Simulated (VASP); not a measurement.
# BN (P-6m2) in VASP: further runs

BN is run at these levels: PBE, LDA; tasks: single point.

Program: VASP 6.6.1. These are calculated values, not measurements. Logs are shortened: lines on timing, memory, paths and dates and some standing lists are left out, and cuts for length are marked.

## (1) The cell of the first run

It takes space group P-6m2 (No. 187, hexagonal). Conventional cell: a = 2.500 Å, b = 2.500 Å, c = 6.505 Å, α = 90.00°, β = 90.00°, γ = 120.00°. B (site symmetry -6m2) has 3 N at 1.44 Å within 1.9 Å. Within 1.9 Å of B (site symmetry -6m2) lie 3 N at 1.44 Å. N (site symmetry -6m2) has 3 B at 1.44 Å within 1.9 Å. Within 1.9 Å of N (site symmetry -6m2) lie 3 B at 1.44 Å.

## (2) Single point, PBE

INCAR reads:

```
SYSTEM = BN
ALGO = Normal
EDIFF = 1E-6
ENCUT = 520
GGA = PE
ISIF = 2
ISMEAR = -1
LASPH = .TRUE.
LCHARG = .FALSE.
LREAL = .FALSE.
LWAVE = .FALSE.
NBANDS = 16
NELM = 60
PREC = Accurate
SIGMA = 0.02
```

KPOINTS reads:

```
k-points
0
G
  12 12 4
  0 0 0
```

POSCAR reads:

```
BN
1.0
    2.5002145576      0.0000000000      0.0000000000
   -1.2501072788      2.1652493218      0.0000000000
    0.0000000000      0.0000000000      6.5052999340
B N
2 2
Direct
    0.0000000000      0.0000000000      0.5000000000
    0.3333333333      0.6666666667      0.0000000000
    0.0000000000      0.0000000000      0.0000000000
    0.6666666667      0.3333333333      0.5000000000
```

Potentials or basis: VASP PAW PBE potentials, release 64 (B, N).

The run is started by

```bash
cat potpaw_PBE.64/B/POTCAR potpaw_PBE.64/N/POTCAR > POTCAR
mpirun -np 1 vasp_std > vasp.out
```

OUTCAR:

```text
SYSTEM = BN
   EDIFF = 1E-6
   ENCUT = 520
   GGA = PE
   ISIF = 2
   ISMEAR = -1
   LASPH = .TRUE.
   LREAL = .FALSE.
   NELM = 60
   PREC = Accurate

 ion  position               nearest neighbor table
   1  0.000  0.000  0.500-   4 1.44   4 1.44   4 1.44
   2  0.333  0.667  0.000-   3 1.44   3 1.44   3 1.44
   3  0.000  0.000  0.000-   2 1.44   2 1.44   2 1.44
   4  0.667  0.333  0.500-   1 1.44   1 1.44   1 1.44

  LATTYP: Found a hexagonal cell.
 ALAT       =     2.5002145576
 C/A-ratio  =     2.6018966709

  Lattice vectors:

 A1 = (   2.5002145576,   0.0000000000,   0.0000000000)
 A2 = (  -1.2501072788,   2.1652493218,   0.0000000000)
 A3 = (   0.0000000000,   0.0000000000,   6.5052999340)

Analysis of symmetry for initial positions (statically):
=====================================================================
 Subroutine PRICEL returns:
 Original cell was already a primitive cell.

 Routine SETGRP: Setting up the symmetry group for a
 hexagonal supercell.

 Subroutine GETGRP returns: Found 12 space group operations
 (whereof 12 operations were pure point group operations)
 out of a pool of 24 trial point group operations.

The static configuration has the point symmetry D_3h.

Analysis of symmetry for dynamics (positions and initial velocities):
=====================================================================
 Subroutine PRICEL returns:
 Original cell was already a primitive cell.

 Routine SETGRP: Setting up the symmetry group for a
 hexagonal supercell.

 Subroutine GETGRP returns: Found 12 space group operations
 (whereof 12 operations were pure point group operations)
 out of a pool of 24 trial point group operations.

The dynamic configuration has the point symmetry D_3h.

 Subroutine INISYM returns: Found 12 space group operations
 (whereof 12 operations are pure point group operations),
 and found     1 'primitive' translations

----------------------------------------------------------------------------------------

                                     Primitive cell

  volume of cell :      35.2170

  direct lattice vectors                    reciprocal lattice vectors
     2.500214558  0.000000000  0.000000000     0.399965674  0.230920289  0.000000000
    -1.250107279  2.165249322  0.000000000     0.000000000  0.461840579  0.000000000
[... 82 lines left out ...]
   ICHARG =      2    charge: 1-file 2-atom 10-const
   ISPIN  =      1    spin polarized calculation?
   LNONCOLLINEAR =      F non collinear calculations
   LSORBIT =      F    spin-orbit coupling
   LASPH  =      T    aspherical Exc in radial PAW
   ENCUT  =  520.0 eV  38.22 Ry    6.18 a.u.   4.65  4.65 12.10*2*pi/ulx,y,z
   NELM   =     60;   NELMIN=  2; NELMDL= -5     # of ELM steps
   EDIFF  = 0.1E-05   stopping-criterion for ELM
   LREAL  =      F    real-space projection
   EDIFFG = 0.1E-04   stopping-criterion for IOM
   NSW    =      0    number of steps for IOM
   IBRION =     -1    ionic relax: 0-MD 1-quasi-New 2-CG
   NFREE  =      0    steps in history (QN), initial steepest desc. (CG)
   ISIF   =      2    stress and relaxation
   ISYM   =      2    0-nonsym 1-usesym 2-fastsym
   POTIM  = 0.5000    time-step for ionic-motion
   TEBEG  =    0.0;   TEEND  =   0.0 temperature during run
   PSTRESS=    0.0 pullay stress
   NELECT =      16.0000    total number of electrons
   NUPDOWN=      -1.0000    fix difference up-down
   EMIN   =  10.00;   EMAX   =-10.00  energy-range for DOS
   EFERMI =   0.00;   METHOD = LEGACY
   ISMEAR =    -1;   SIGMA  =   0.02  broadening in eV -4-tet -1-fermi 0-gaus
   EFERMI_NEDOS =   21; number of points for ismear=-14 and -15
   IALGO  =     38    algorithm
   IMIX   =      4    mixing-type and parameters
     AMIX     =   0.40;   BMIX     =  1.00
     AMIX_MAG =   1.60;   BMIX_MAG =  1.00
  volume/ion in A,a.u.               =       8.80        59.41
  Fermi-wavevector in a.u.,A,eV,Ry     =   1.258531  2.378279 21.550278  1.583901
  Thomas-Fermi vector in A             =   2.392136
   LORBIT       =      0    0 simple, 1 ext, 2 COOP (PROOUT), +10 PAW based schemes
   GGA     = PE    functional components
   LHFCALC =     F    Hartree Fock is set to
   AEXX    =    0.0000 exact exchange contribution
   IVDW    =     0    specifies the selected vdW correction
   LEPSILON=     F    determine dielectric tensor
   LRPA    =     F    only Hartree local field effects (RPA)
 non-spin polarized calculation
  energy-cutoff  :      520.00
  volume of cell :       35.22
 maximum number of plane-waves:       973
 NGX is ok and might be reduce to    20
   NGX =  9   NGY =  9   NGZ = 25

 number of electron      16.0000000 magnetization

 Free energy of the ion-electron system (eV)
  ---------------------------------------------------
  ext. energy  EPLUGINS =         0.00000000
  ---------------------------------------------------
  free energy    TOTEN  =       -35.13582364 eV

  energy without entropy =      -35.13582364  energy(sigma->0) =      -35.13582364

 E-fermi :   2.9737     XC(G=0): -10.2259

 val. band max:        2.5201519885   @ k =   0.3333   0.3333   0.5000
 cond. band min:       6.8721933595   @ k =   0.5000   0.0000   0.0000
 fundamental gap:      4.3520413710
 Fermi energy:         2.9736745926

 k-point     1 :       0.0000    0.0000    0.0000
  band No.  band energies     occupation
      1     -15.4036      2.00000
      2     -15.0437      2.00000
      3      -3.8660      2.00000
      4      -1.5428      2.00000
      5       1.0853      2.00000
      6       1.0853      2.00000
[... 433 lines left out ...]
      3      -4.4875      2.00000
      4      -4.3390      2.00000
      5      -1.1715      2.00000
      6      -1.0408      2.00000
[... 8 lines left out ...]
     15      19.3025      0.00000
     16      21.0751      0.00000

 [... further k-points ...]
[... 5 lines left out ...]
  --------------------------------------------------------------------------------------
  -------------------------------------------------------------------------------------
  Total        1.1843175      1.1843175      0.7652671      0.0000000      0.0000000     -0.0000000
  in kB       53.8798299     53.8798299     34.8153762      0.0000000      0.0000000     -0.0000000
  external PRESSURE =      47.5250120 kB  Pullay stress =       0.0000000 kB

 VOLUME and BASIS-vectors are now :
 -----------------------------------------------------------------------------
  energy-cutoff  :      520.00
  volume of cell :       35.22
      direct lattice vectors                 reciprocal lattice vectors
     2.500214558  0.000000000  0.000000000     0.399965674  0.230920289  0.000000000
    -1.250107279  2.165249322  0.000000000     0.000000000  0.461840579  0.000000000
     0.000000000  0.000000000  6.505299934     0.000000000  0.000000000  0.153720814

 POSITION                                       TOTAL-FORCE (eV/Angst)
 -----------------------------------------------------------------------------------
      0.00000      0.00000      3.25265        -0.000000     -0.000000      0.000000
     -0.00000      1.44350      0.00000         0.000000      0.000000      0.000000
      0.00000      0.00000      0.00000        -0.000000     -0.000000      0.000000
      1.25011      0.72175      3.25265        -0.000000     -0.000000      0.000000
 -----------------------------------------------------------------------------------
    total drift:                               -0.000001      0.000000      0.000000

  FREE ENERGIE OF THE ION-ELECTRON SYSTEM (eV)
  ---------------------------------------------------
  free  energy   TOTEN  =       -35.1358236352 eV

  energy  without entropy=      -35.1358236352  energy(sigma->0) =      -35.13582364
```

stdout:

```text
POSCAR found type information on POSCAR B N
 POSCAR found :  2 types and       4 ions
 scaLAPACK will be used
 LDA part: xc-table for (Slater+PW92), standard interpolation
 POSCAR, INCAR and KPOINTS ok, starting setup
 FFT: planning ... GRIDC
 FFT: planning ... GRID_SOFT
 FFT: planning ... GRID
 WAVECAR not read
 entering main loop
```

Wall time 19 s (1 thread of Intel Xeon Platinum 8488C (Sapphire Rapids), shared host); peak memory 0.15 GiB.

Results:

```
Free energy            : -35.1358 eV
Pressure               : 4.8 GPa
Band gap on the k mesh : 4.35 eV, indirect (least direct gap 4.46 eV)
```

Levels at points of the mesh, in eV from the valence-band top:
| k point | band 4 | band 5 | band 6 | band 7 | band 8 | band 9 | band 10 | band 11 | band 12 | band 13 |
| --- | --- | --- | --- | --- | --- | --- | --- | --- | --- | --- |
| (0.00, 0.00, 0.00) | -4.06 | -1.43 | -1.43 | -1.31 | -1.31 | 5.31 | 10.44 | 11.51 | 11.51 | 11.66 |
| (0.50, 0.00, 0.00) | -8.86 | -4.25 | -4.11 | -1.39 | -0.70 | 4.35 | 5.56 | 9.66 | 9.75 | 12.87 |
| (0.00, 0.00, 0.50) | -5.31 | -1.43 | -1.43 | -1.31 | -1.31 | 7.76 | 7.80 | 11.53 | 11.53 | 11.64 |
| (0.50, 0.00, 0.50) | -8.91 | -4.24 | -4.12 | -1.04 | -0.92 | 4.62 | 4.69 | 9.87 | 9.98 | 13.68 |

Caveat: this functional lacks dispersion, which binds the layers, so the pressure and a relaxed spacing across them are unreliable. A k mesh can miss the band edges.

## (3) Single point, LDA

INCAR reads:

```
ALGO = Normal
EDIFF = 1E-6
ENCUT = 520
GGA = CA
ISIF = 2
ISMEAR = 0
LASPH = True
LCHARG = False
LREAL = False
LWAVE = False
NBANDS = 16
NELM = 60
PREC = Accurate
SIGMA = 0.01
```

KPOINTS reads:

```
k-points
0
Gamma
  12 12 4
```

POSCAR is that of step 2.

Potentials or basis: VASP PAW LDA potentials, release 64 (B, N).

The run is started by

```bash
cat potpaw_LDA.64/B/POTCAR potpaw_LDA.64/N/POTCAR > POTCAR
mpirun -np 1 vasp_std > vasp.out
```

It took 18 s on 1 thread of Intel Xeon Platinum 8488C (Sapphire Rapids), shared host; peak memory 0.14 GiB.

The run converged. Its results:

| Quantity | Value |
| --- | --- |
| Free energy | -38.5794 eV |
| Pressure | -3.1 GPa |
| Band gap on the k mesh | 4.18 eV, indirect (least direct gap 4.30 eV) |

Stress tensor (GPa, compression positive):
```
-4.43  0.00  0.00
 0.00 -4.43  0.00
 0.00  0.00 -0.37
```

Levels at points of the mesh, in eV from the valence-band top:
| k point | band 4 | band 5 | band 6 | band 7 | band 8 | band 9 | band 10 | band 11 | band 12 | band 13 |
| --- | --- | --- | --- | --- | --- | --- | --- | --- | --- | --- |
| (0.00, 0.00, 0.00) | -4.09 | -1.45 | -1.45 | -1.32 | -1.32 | 5.01 | 10.18 | 11.39 | 11.39 | 11.54 |
| (0.50, 0.00, 0.00) | -8.81 | -4.27 | -4.12 | -1.43 | -0.72 | 4.18 | 5.43 | 9.60 | 9.70 | 12.50 |
| (0.00, 0.00, 0.50) | -5.39 | -1.45 | -1.45 | -1.32 | -1.32 | 7.51 | 7.55 | 11.41 | 11.41 | 11.52 |
| (0.50, 0.00, 0.50) | -8.87 | -4.26 | -4.14 | -1.06 | -0.94 | 4.44 | 4.51 | 9.85 | 9.97 | 13.30 |

A k mesh can miss the band edges. As with any semilocal functional, this LDA gap is likely too small.
